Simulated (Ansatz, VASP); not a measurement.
SiC: VASP beside Ansatz

```
Si C
1.0
     4.35629    0.00000    0.00000
     0.00000    2.17814   -2.17814
     0.87126    6.09881    6.97006
Si C
6 6
Direct
  0.95000 0.05000 0.24998
  0.41667 0.58333 0.41665
  0.88334 0.11666 0.58332
  0.35000 0.65000 0.74998
  0.81667 0.18333 0.91665
  0.48334 0.51666 0.08332
  0.66667 0.08333 0.41665
  0.13334 0.61666 0.58332
  0.60000 0.15000 0.74998
  0.06667 0.68333 0.91665
  0.73334 0.01666 0.08332
  0.20000 0.55000 0.24998
```

Alike in both runs: task single point; functional r2SCAN; k mesh 6 × 9 × 3; occupations gaussian, width 0.05 eV; no spin polarisation.

|  | VASP | Ansatz |
| --- | --- | --- |
| version | VASP 6.6.1 | Ansatz 0.2.0 |
| potentials or method | VASP PAW PBE potentials, release 64 (Si, C), cutoff 520 eV | scalar-relativistic, plane waves, PAW |
| valence electrons in the cell | 48 | 48 |

|  | VASP | Ansatz | Ansatz less VASP |
| --- | --- | --- | --- |
| gap on the k mesh at the Fermi level (eV) | none | none | - |
| pressure (GPa) | 7.1 | 7.2 | +0.17 |
| traceless stress, the component that is largest in VASP (GPa) | -12.02 | -11.97 | +0.047 |
| rms of the force components (eV/Å) | 2.010 | 2.015 | +0.0050 |

VASP's potentials were made for PBE, not for r2SCAN. Atom by atom the forces differ by 0.009 eV/Å (rms over components). A gap of «none» marks a metal or a gap that the smearing closes.
